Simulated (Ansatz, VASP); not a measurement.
**Two plane-wave programs on Si**

```
Si
1.0
     3.81951    0.00000    0.00000
     0.00000    3.81951    0.00000
     0.00000    0.00000   21.06453
Si
5
Cartesian
  0.0000 1.9098 4.0000
  0.0000 0.0000 5.3504
  1.9098 0.0000 6.7466
  1.9098 1.9098 8.0645
  1.9098 1.9098 9.7645
```

Alike in both runs: task single point; functional LDA; k mesh 7 × 7 × 1; occupations gaussian, width 0.05 eV; collinear spin.

```csv
,VASP,Ansatz
version,VASP 6.6.1,Ansatz 0.2.0
potentials or method,"VASP PAW LDA potentials, release 64 (Si), cutoff 520 eV","scalar-relativistic, plane waves, PAW"
valence electrons in the cell,20,20
```

|  | VASP | Ansatz | Ansatz less VASP |
| --- | --- | --- | --- |
| gap on the k mesh at the Fermi level (eV) | none | none | - |
| rms of the force components (eV/Å) | 7.060 | 7.160 | +0.0994 |
| net moment per atom (μB) | 0.07 | 0.08 | +0.006 |
| size of the moment on the site where the two differ most (μB) | 0.07 | 0.03 | -0.045 |
| work function, face that differs most (eV) | 5.67 | 5.66 | -0.013 |

Ansatz warns that its potentials were made for another functional, while VASP's fit it. LDA's correlation is that of Perdew and Zunger in VASP and of Perdew and Wang (1992) in Ansatz. Site moments also hang on the region over which each program counts them. Atom by atom the forces differ by 0.100 eV/Å (rms over components). A gap of «none» marks a metal or a gap that the smearing closes. Ansatz's warnings: xc potential rough in thin density.
